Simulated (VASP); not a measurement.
# Si3N4 (P6_3/m) in VASP: further runs, part 2 of 2

VASP 6.6.1. The steps go on from the part before.

**3. Electric field gradients, PBE**

File INCAR:

```
ALGO     = Normal         # electronic algorithm
EDIFF    = 1E-8           # SCF threshold, eV
ENCUT    = 520            # plane-wave cutoff, eV
GGA      = PE             # functional
ISIF     = 2              # what is computed and relaxed
ISMEAR   = -1             # smearing method
LASPH    = True           # aspherical terms in the spheres
LCHARG   = False          # write CHGCAR
LEFG     = True         
LREAL    = False          # projectors in reciprocal space
LWAVE    = False          # write WAVECAR
NBANDS   = 45             # bands
NELM     = 100            # most SCF steps
PREC     = Accurate       # precision mode
SIGMA    = 0.02           # smearing width, eV
```

File KPOINTS:

```
k-points
0
Gamma
  4 4 10
```

File POSCAR:

```
Si3N4
1.0
    7.6044000000      0.0000000000      0.0000000000
   -3.8022000000      6.5856035805      0.0000000000
    0.0000000000      0.0000000000      2.9063000000
Si N
6 8
Direct
    0.7679797073      0.1740937654      0.2500000000
    0.5938859419      0.7679797073      0.7500000000
    0.8259062346      0.5938859419      0.2500000000
    0.2320202927      0.8259062346      0.7500000000
    0.4061140581      0.2320202927      0.2500000000
    0.1740937654      0.4061140581      0.7500000000
    0.0299692780      0.3298825528      0.2500000000
    0.7000867251      0.0299692780      0.7500000000
    0.6701174472      0.7000867251      0.2500000000
    0.9700307220      0.6701174472      0.7500000000
    0.2999132749      0.9700307220      0.2500000000
    0.3298825528      0.2999132749      0.7500000000
    0.6666666667      0.3333333333      0.2500000000
    0.3333333333      0.6666666667      0.7500000000
```

Potentials or basis: VASP PAW PBE potentials, release 64 (Si, N).

Run with:

```bash
cat potpaw_PBE.64/Si/POTCAR potpaw_PBE.64/N/POTCAR > POTCAR
mpirun -np 1 vasp_std > vasp.out
```

OUTCAR:

```text
EDIFF = 1E-8
   ENCUT = 520
   GGA = PE
   ISIF = 2
   ISMEAR = -1
   LASPH = True
   LREAL = False
   NELM = 100
   PREC = Accurate

 ion  position               nearest neighbor table
   1  0.768  0.174  0.250-  13 1.73   7 1.74   8 1.74   8 1.74   3 3.00   5 3.00   2 3.05   2 3.05
                             6 3.05   6 3.05
   2  0.594  0.768  0.750-  14 1.73   8 1.74   9 1.74   9 1.74   6 3.00   4 3.00   1 3.05   1 3.05
                             3 3.05   3 3.05
   3  0.826  0.594  0.250-  13 1.73   9 1.74  10 1.74  10 1.74   1 3.00   5 3.00   4 3.05   4 3.05
                             2 3.05   2 3.05
   4  0.232  0.826  0.750-  14 1.73  10 1.74  11 1.74  11 1.74   6 3.00   2 3.00   5 3.05   5 3.05
                             3 3.05   3 3.05
   5  0.406  0.232  0.250-  13 1.73  11 1.74  12 1.74  12 1.74   3 3.00   1 3.00   4 3.05   4 3.05
                             6 3.05   6 3.05
   6  0.174  0.406  0.750-  14 1.73  12 1.74   7 1.74   7 1.74   4 3.00   2 3.00   1 3.05   1 3.05
                             5 3.05   5 3.05
   7  0.030  0.330  0.250-   1 1.74   6 1.74   6 1.74
   8  0.700  0.030  0.750-   2 1.74   1 1.74   1 1.74
   9  0.670  0.700  0.250-   3 1.74   2 1.74   2 1.74
  10  0.970  0.670  0.750-   4 1.74   3 1.74   3 1.74
  11  0.300  0.970  0.250-   5 1.74   4 1.74   4 1.74
  12  0.330  0.300  0.750-   6 1.74   5 1.74   5 1.74
  13  0.667  0.333  0.250-   1 1.73   3 1.73   5 1.73
  14  0.333  0.667  0.750-   4 1.73   6 1.73   2 1.73

  LATTYP: Found a hexagonal cell.
 ALAT       =     7.6044000000
 C/A-ratio  =     0.3821866288
[... 1401 lines left out ...]
  12       6.060   -31.575    25.515   -28.196     0.000    -0.000
  13      23.062    23.063   -46.125     0.001    -0.000     0.000
  14      23.062    23.063   -46.125     0.001     0.000     0.000
---------------------------------------------------------------------

 Electric field gradients after diagonalization (V/A^2)
 (convention: |V_zz| > |V_xx| > |V_yy|)
----------------------------------------------------------------------
 ion       V_xx      V_yy      V_zz     asymmetry (V_yy - V_xx)/ V_zz
----------------------------------------------------------------------
   1      -5.735    -3.850     9.585       0.197
   2      -5.735    -3.850     9.585       0.197
   3      -5.735    -3.850     9.585       0.197
   4      -5.735    -3.850     9.585       0.197
   5      -5.735    -3.850     9.585       0.197
   6      -5.735    -3.850     9.585       0.197
   7      25.515    21.141   -46.656       0.094
   8      25.515    21.141   -46.656       0.094
   9      25.515    21.142   -46.656       0.094
  10      25.515    21.141   -46.656       0.094
  11      25.515    21.141   -46.656       0.094
  12      25.515    21.142   -46.656       0.094
  13      23.063    23.062   -46.125       0.000
  14      23.063    23.062   -46.125       0.000
----------------------------------------------------------------------

           NMR quadrupolar parameters

 Cq : quadrupolar parameter    Cq=e*Q*V_zz/h
 eta: asymmetry parameters     (V_yy - V_xx)/ V_zz
 Q  : nuclear electric quadrupole moment in mb (millibarn)
----------------------------------------------------------------------
 ion       Cq(MHz)       eta       Q (mb)
----------------------------------------------------------------------
   1       0.023       0.197       1.000
   2       0.023       0.197       1.000
   3       0.023       0.197       1.000
   4       0.023       0.197       1.000
   5       0.023       0.197       1.000
   6       0.023       0.197       1.000
   7      -0.113       0.094       1.000
   8      -0.113       0.094       1.000
   9      -0.113       0.094       1.000
  10      -0.113       0.094       1.000
  11      -0.113       0.094       1.000
  12      -0.113       0.094       1.000
  13      -0.112       0.000       1.000
  14      -0.112       0.000       1.000
----------------------------------------------------------------------
```

Wall time 2.1 min (1 thread of Intel Xeon Platinum 8559C (Emerald Rapids), shared host); peak memory 0.33 GiB.

Results:

- Free energy: -114.4924 eV
- Pressure: 5.2 GPa
- Largest force: 0.015 eV/Å
- Band gap on the k mesh: 4.33 eV, indirect (least direct gap 4.52 eV)

Forces on the atoms (eV/Å):
```
Si  -0.012  0.001  0.000
Si  -0.006 -0.010  0.000
Si   0.005 -0.011  0.000
Si   0.012 -0.001  0.000
Si   0.006  0.010  0.000
Si  -0.005  0.011  0.000
N   -0.005 -0.014  0.000
N    0.010 -0.011  0.000
N    0.015  0.003  0.000
N    0.005  0.014  0.000
N   -0.010  0.011  0.000
N   -0.015 -0.003  0.000
N    0.000  0.000  0.000
N    0.000  0.000  0.000
```

Electric field gradients, principal values (V/Å²):
```csv
atom,least,middle,greatest (by size)
1 Si,-3.850,-5.735,9.585
2 Si,-3.850,-5.735,9.585
3 Si,-3.850,-5.735,9.585
4 Si,-3.850,-5.735,9.585
5 Si,-3.850,-5.735,9.585
6 Si,-3.850,-5.735,9.585
7 N,21.141,25.515,-46.656
8 N,21.141,25.515,-46.656
9 N,21.142,25.515,-46.656
10 N,21.141,25.515,-46.656
11 N,21.141,25.515,-46.656
12 N,21.142,25.515,-46.656
13 N,23.062,23.063,-46.125
14 N,23.062,23.063,-46.125
```

Caveat: without QUAD_EFG the Cq values of the log hold for a quadrupole moment of 1 mb, not for the nuclei.
